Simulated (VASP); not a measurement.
Na: electric field gradients with PBE

Na:

```
Na
1.0
     3.76700    0.00000    0.00000
    -1.88350    3.26232    0.00000
     0.00000    0.00000    6.03092
Na
2
Direct
  0.33333 0.66667 0.25000
  0.66667 0.33333 0.75000
```

This cell differs from its parent crystal: zz strain of -2 %.

```
Program                : VASP 6.6.1
Task                   : electric field gradients
Functional             : PBE
Potentials or basis    : VASP PAW PBE potentials, release 64 (Na_pv)
Cutoff                 : 520 eV
k mesh                 : 13 × 13 × 7
Occupations            : fermi-dirac, width 0.05 eV
Spin                   : no spin polarisation
Dipole correction      : no
Further INCAR settings : ALGO = Normal; EDIFF = 1e-08; NBANDS = 14
```

| Quantity | Value |
| --- | --- |
| Pressure | 0.0 GPa |
| Band gap on the k mesh | zero (band 7 reaches 1.74 eV, above the bottom of band 8 at -1.57 eV) |

Stress tensor (GPa, compression positive):
```
-0.09  0.00  0.00
 0.00 -0.09  0.00
 0.00  0.00  0.19
```

Levels at points of the mesh, in eV from the Fermi level:
| k point | band 5 | band 6 | band 7 | band 8 | band 9 | band 10 |
| --- | --- | --- | --- | --- | --- | --- |
| (0.00, 0.00, 0.00) | -24.89 | -24.89 | -3.27 | 0.65 | 1.09 | 9.83 |

Wall time 28 s on 1 thread of Intel(R) Xeon(R) 6975P-C (Granite Rapids), with other jobs on the host, peak memory 0.21 GiB.

Caveat: the cell differs from its parent crystal (zz strain of -2 %); without QUAD_EFG the Cq values of the log hold for a quadrupole moment of 1 mb, not for the nuclei.
